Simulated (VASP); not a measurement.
# KSn4O (P6/mmm) in VASP: single point with PBE

Aim: the single point of KSn4O with PBE.

Program: VASP 6.6.1. These are calculated values, not measurements. Logs are shortened: lines on timing, memory, paths and dates and some standing lists are left out, and cuts for length are marked.

### Step 1. The cell of the first run

Symmetry: P6/mmm, No. 191, hexagonal system. The conventional cell has a = 4.226 Å, b = 4.226 Å, c = 9.270 Å, α = 90.00°, β = 90.00°, γ = 120.00°. Within 4.6 Å of K (site symmetry 6/mmm) lie 12 Sn at 3.47 Å and 6 K at 4.23 Å. Within 3.2 Å of Sn (site symmetry 3m) lie 3 Sn at 2.44 Å. O (site symmetry 6/mmm) has 12 Sn at 3.26 Å and 6 O at 4.23 Å within 4.3 Å.

### Step 2. Single point, PBE

Contents of INCAR:

```
SYSTEM = KSn4O
PREC     = Accurate       ! precision mode
ENCUT    = 520            ! plane-wave cutoff, eV
EDIFF    = 1E-6           ! SCF threshold, eV
ISMEAR   = 0              ! smearing method
SIGMA    = 0.1            ! smearing width, eV
LREAL    = .False.        ! projectors in reciprocal space
LASPH    = .True.         ! aspherical terms in the spheres
NELM     = 80             ! most SCF steps
ALGO     = Normal         ! electronic algorithm
ISIF     = 2              ! what is computed and relaxed
LWAVE    = .False.        ! write WAVECAR
LCHARG   = .False.        ! write CHGCAR
GGA      = PE             ! functional
NBANDS   = 44             ! bands
```

Contents of KPOINTS:

```
Automatic mesh
0
Gamma
  6 6 2
  0 0 0
```

Contents of POSCAR:

```
KSn4O
1.0
    4.2255527300      0.0000000000      0.0000000000
   -2.1127763600      3.6594360100      0.0000000000
    0.0000000000      0.0000000000      9.2700561500
K Sn O
1 4 1
Direct
    0.0000000000      0.0000000000      0.5000000000
    0.3333333300      0.6666666700      0.7664294200
    0.3333333300      0.6666666700      0.2335705800
    0.6666666700      0.3333333300      0.7664294200
    0.6666666700      0.3333333300      0.2335705800
    0.0000000000      0.0000000000      0.0000000000
```

Potentials or basis: VASP PAW PBE potentials, release 64 (K_sv, Sn_d, O).

Launch:

```sh
cat potpaw_PBE.64/K_sv/POTCAR potpaw_PBE.64/Sn_d/POTCAR potpaw_PBE.64/O/POTCAR > POTCAR
mpirun -np 1 vasp_std > vasp.out
```

OUTCAR:

```text
SYSTEM = KSn4O
   PREC = Accurate
   ENCUT = 520
   EDIFF = 1E-6
   ISMEAR = 0
   LREAL = .False.
   LASPH = .True.
   NELM = 80
   ISIF = 2
   GGA = PE

 ion  position               nearest neighbor table
   1  0.000  0.000  0.500-   2 3.47   3 3.47   4 3.47   5 3.47   2 3.47   3 3.47   4 3.47   5 3.47
                             4 3.47   5 3.47   2 3.47   3 3.47
   2  0.333  0.667  0.766-   4 2.44   4 2.44   4 2.44   1 3.47   1 3.47   1 3.47
   3  0.333  0.667  0.234-   5 2.44   5 2.44   5 2.44   1 3.47   1 3.47   1 3.47
   4  0.667  0.333  0.766-   2 2.44   2 2.44   2 2.44   1 3.47   1 3.47   1 3.47
   5  0.667  0.333  0.234-   3 2.44   3 2.44   3 2.44   1 3.47   1 3.47   1 3.47
   6  0.000  0.000  0.000-

  LATTYP: Found a hexagonal cell.
 ALAT       =     4.2255527300
 C/A-ratio  =     2.1938091280

  Lattice vectors:

 A1 = (   4.2255527300,   0.0000000000,   0.0000000000)
 A2 = (  -2.1127763600,   3.6594360100,   0.0000000000)
 A3 = (   0.0000000000,   0.0000000000,   9.2700561500)

Analysis of symmetry for initial positions (statically):
=====================================================================
 Subroutine PRICEL returns:
 Original cell was already a primitive cell.

 Routine SETGRP: Setting up the symmetry group for a
 hexagonal supercell.

 Subroutine GETGRP returns: Found 24 space group operations
 (whereof 24 operations were pure point group operations)
 out of a pool of 24 trial point group operations.

The static configuration has the point symmetry D_6h.

Analysis of symmetry for dynamics (positions and initial velocities):
=====================================================================
 Subroutine PRICEL returns:
 Original cell was already a primitive cell.

 Routine SETGRP: Setting up the symmetry group for a
 hexagonal supercell.

 Subroutine GETGRP returns: Found 24 space group operations
 (whereof 24 operations were pure point group operations)
 out of a pool of 24 trial point group operations.

The dynamic configuration has the point symmetry D_6h.

 Subroutine INISYM returns: Found 24 space group operations
 (whereof 24 operations are pure point group operations),
 and found     1 'primitive' translations

----------------------------------------------------------------------------------------

                                     Primitive cell

  volume of cell :     143.3442

  direct lattice vectors                    reciprocal lattice vectors
     4.225552730  0.000000000  0.000000000     0.236655430  0.136633076  0.000000000
    -2.112776360  3.659436010  0.000000000     0.000000000  0.273266153  0.000000000
     0.000000000  0.000000000  9.270056150     0.000000000  0.000000000  0.107874212

  length of vectors
     4.225552730  4.225552728  9.270056150     0.273266153  0.273266153  0.107874212

  position of ions in fractional coordinates (direct lattice)
     0.000000000  0.000000000  0.500000000
     0.333333330  0.666666670  0.766429420
     0.333333330  0.666666670  0.233570580
     0.666666670  0.333333330  0.766429420
     0.666666670  0.333333330  0.233570580
     0.000000000  0.000000000  0.000000000

  ion indices of the primitive-cell ions
   primitive index   ion index
                 1           1
                 2           2
                 3           3
                 4           4
                 5           5
                 6           6

----------------------------------------------------------------------------------------

 KPOINTS: Automatic mesh

Automatic generation of k-mesh.
 Grid dimensions read from file:
 generate k-points for:    6    6    2

 Generating k-lattice:

  Cartesian coordinates                     Fractional coordinates (reciprocal lattice)
     0.039442572  0.022772179  0.000000000     0.166666667  0.000000000  0.000000000
     0.000000000  0.045544359  0.000000000     0.000000000  0.166666667  0.000000000
     0.000000000  0.000000000  0.053937106     0.000000000  0.000000000  0.500000000

  Length of vectors
     0.045544359  0.045544359  0.053937106

  Shift w.r.t. Gamma in fractional coordinates (k-lattice)
     0.000000000  0.000000000  0.000000000

 Subroutine IBZKPT returns following result:
 ===========================================

 Found     14 irreducible k-points:

 Following reciprocal coordinates:
            Coordinates               Weight
  0.000000  0.000000  0.000000      1.000000
  0.166667 -0.000000  0.000000      6.000000
  0.333333 -0.000000  0.000000      6.000000
  0.500000 -0.000000  0.000000      3.000000
  0.166667  0.166667  0.000000      6.000000
  0.333333  0.166667  0.000000     12.000000
  0.333333  0.333333  0.000000      2.000000
  0.000000  0.000000  0.500000      1.000000
  0.166667 -0.000000  0.500000      6.000000
  0.333333 -0.000000  0.500000      6.000000
  0.500000 -0.000000  0.500000      3.000000
  0.166667  0.166667  0.500000      6.000000
  0.333333  0.166667  0.500000     12.000000
  0.333333  0.333333  0.500000      2.000000
   k-points           NKPTS =     14   k-points in BZ     NKDIM =     14   number of bands    NBANDS=     44
   number of dos      NEDOS =    301   number of ions     NIONS =      6
   total plane-waves  NPLWV =  71680
   dimension x,y,z NGX =    32 NGY =   32 NGZ =   70
   dimension x,y,z NGXF=    64 NGYF=   64 NGZF=  140
   ions per type =               1   4   1
   NGX,Y,Z   is equivalent  to a cutoff of  12.59, 12.59, 12.55 a.u.
   NGXF,Y,Z  is equivalent  to a cutoff of  25.18, 25.18, 25.11 a.u.
 SYSTEM =  KSn4O
   PREC   = accura    normal or accurate (medium, high low for compatibility)
   ISTART =      0    job   : 0-new  1-cont  2-samecut
   ICHARG =      2    charge: 1-file 2-atom 10-const
   ISPIN  =      1    spin polarized calculation?
   LNONCOLLINEAR =      F non collinear calculations
   LSORBIT =      F    spin-orbit coupling
   LASPH  =      T    aspherical Exc in radial PAW
   ENCUT  =  520.0 eV  38.22 Ry    6.18 a.u.   7.86  7.86 17.24*2*pi/ulx,y,z
   NELM   =     80;   NELMIN=  2; NELMDL= -5     # of ELM steps
   EDIFF  = 0.1E-05   stopping-criterion for ELM
   LREAL  =      F    real-space projection
   EDIFFG = 0.1E-04   stopping-criterion for IOM
   NSW    =      0    number of steps for IOM
   IBRION =     -1    ionic relax: 0-MD 1-quasi-New 2-CG
   NFREE  =      0    steps in history (QN), initial steepest desc. (CG)
   ISIF   =      2    stress and relaxation
   ISYM   =      2    0-nonsym 1-usesym 2-fastsym
   POTIM  = 0.5000    time-step for ionic-motion
   TEBEG  =    0.0;   TEEND  =   0.0 temperature during run
   PSTRESS=    0.0 pullay stress
   NELECT =      71.0000    total number of electrons
   NUPDOWN=      -1.0000    fix difference up-down
   EMIN   =  10.00;   EMAX   =-10.00  energy-range for DOS
   EFERMI =   0.00;   METHOD = LEGACY
   ISMEAR =     0;   SIGMA  =   0.10  broadening in eV -4-tet -1-fermi 0-gaus
   EFERMI_NEDOS =   21; number of points for ismear=-14 and -15
   IALGO  =     38    algorithm
   IMIX   =      4    mixing-type and parameters
     AMIX     =   0.40;   BMIX     =  1.00
     AMIX_MAG =   1.60;   BMIX_MAG =  1.00
  volume/ion in A,a.u.               =      23.89       161.22
  Fermi-wavevector in a.u.,A,eV,Ry     =   1.295292  2.447746 22.827592  1.677781
  Thomas-Fermi vector in A             =   2.426821
   LORBIT       =      0    0 simple, 1 ext, 2 COOP (PROOUT), +10 PAW based schemes
   GGA     = PE    functional components
   LHFCALC =     F    Hartree Fock is set to
   AEXX    =    0.0000 exact exchange contribution
   IVDW    =     0    specifies the selected vdW correction
   LEPSILON=     F    determine dielectric tensor
   LRPA    =     F    only Hartree local field effects (RPA)
 non-spin polarized calculation
 Gauss-broadening in eV      SIGMA  =   0.10
  energy-cutoff  :      520.00
  volume of cell :      143.34
 maximum number of plane-waves:      3886
 NGX is ok and might be reduce to    32
   NGX = 15   NGY = 15   NGZ = 35

 number of electron      70.9999994 magnetization

 Free energy of the ion-electron system (eV)
  ---------------------------------------------------
  ext. energy  EPLUGINS =         0.00000000
  ---------------------------------------------------
  free energy    TOTEN  =       -15.53572216 eV

  energy without entropy =      -15.50882422  energy(sigma->0) =      -15.52227319

 E-fermi :   6.3367     XC(G=0):  -9.8324

 val. band max:        6.3331646531   @ k =   0.1667   0.1667   0.0000
 cond. band min:       6.3463893843   @ k =   0.1667  -0.0000   0.0000
 fundamental gap:      0.0132247311
 Fermi energy:         6.3367205851

 k-point     1 :       0.0000    0.0000    0.0000
  band No.  band energies     occupation
      1     -24.5113      2.00000
      2     -16.0397      2.00000
      3     -16.0355      2.00000
      4     -15.9360      2.00000
      5     -15.9360      2.00000
      6     -15.9358      2.00000
[... 36 lines left out ...]
     43      10.1600      0.00000
     44      11.2506      0.00000

 k-point     2 :       0.1667   -0.0000    0.0000
  band No.  band energies     occupation
      1     -24.5080      2.00000
      2     -16.0970      2.00000
      3     -16.0954      2.00000
      4     -16.0630      2.00000
      5     -16.0628      2.00000
      6     -15.9905      2.00000
[... 36 lines left out ...]
     43      10.5854      0.00000
     44      10.9842      0.00000

 k-point     3 :       0.3333   -0.0000    0.0000
  band No.  band energies     occupation
      1     -24.5013      2.00000
      2     -16.2557      2.00000
      3     -16.2554      2.00000
      4     -16.2260      2.00000
      5     -16.2258      2.00000
      6     -15.9726      2.00000
[... 506 lines left out ...]
     43      12.0984      0.00000
     44      13.0474      0.00000

 k-point    14 :       0.3333    0.3333    0.5000
  band No.  band energies     occupation
      1     -24.4964      2.00000
      2     -16.4780      2.00000
      3     -16.4769      2.00000
      4     -16.0605      2.00000
      5     -16.0605      2.00000
      6     -16.0599      2.00000
[... 36 lines left out ...]
     43      11.9926      0.00000
     44      12.2158      0.00000

------------------------ aborting loop because EDIFF is reached ----------------------------------------

  FORCE on cell =-STRESS in cart. coord.  units (eV):
  Direction    XX          YY          ZZ          XY          YZ          ZX
  --------------------------------------------------------------------------------------
  -------------------------------------------------------------------------------------
  Total       29.9400399     29.9400399      1.6030840      0.0000000      0.0000000     -0.0000000
  in kB      334.6438971    334.6438973     17.9178877      0.0000005      0.0000000     -0.0000000
  external PRESSURE =     229.0685607 kB  Pullay stress =       0.0000000 kB

 VOLUME and BASIS-vectors are now :
 -----------------------------------------------------------------------------
  energy-cutoff  :      520.00
  volume of cell :      143.34
      direct lattice vectors                 reciprocal lattice vectors
     4.225552730  0.000000000  0.000000000     0.236655430  0.136633076  0.000000000
    -2.112776360  3.659436010  0.000000000     0.000000000  0.273266153  0.000000000
     0.000000000  0.000000000  9.270056150     0.000000000  0.000000000  0.107874212

 POSITION                                       TOTAL-FORCE (eV/Angst)
 -----------------------------------------------------------------------------------
      0.00000      0.00000      4.63503         0.000000      0.000000      0.000000
     -0.00000      2.43962      7.10484        -0.000000     -0.000000      0.901726
     -0.00000      2.43962      2.16521        -0.000000     -0.000000     -0.901726
      2.11278      1.21981      7.10484         0.000000      0.000000      0.901726
      2.11278      1.21981      2.16521         0.000000      0.000000     -0.901726
      0.00000      0.00000      0.00000         0.000000      0.000000      0.000000
 -----------------------------------------------------------------------------------
    total drift:                               -0.000000      0.000000      0.000000

  FREE ENERGIE OF THE ION-ELECTRON SYSTEM (eV)
  ---------------------------------------------------
  free  energy   TOTEN  =       -15.5357221603 eV

  energy  without entropy=      -15.5088242205  energy(sigma->0) =      -15.52227319
```

Wall time 2.5 min (1 thread of Oxide Virtual Turin-like, shared host); peak memory 0.25 GiB.

Results:

```
Free energy   : -15.5357 eV
Pressure      : 22.9 GPa
Largest force : 0.902 eV/Å
```

Forces in eV/Å, atoms in the order of the input:
```
K    0.000  0.000  0.000
Sn   0.000  0.000  0.902
Sn   0.000  0.000 -0.902
Sn   0.000  0.000  0.902
Sn   0.000  0.000 -0.902
O    0.000  0.000  0.000
```

Stress tensor (GPa, compression positive):
```
33.46  0.00  0.00
 0.00 33.46  0.00
 0.00  0.00  1.79
```

Caveat: spin-orbit coupling is left out, which moves the levels of the heavy elements; an odd number of electrons without spin polarisation forces a metal; a magnetic or distorted state may lie lower.
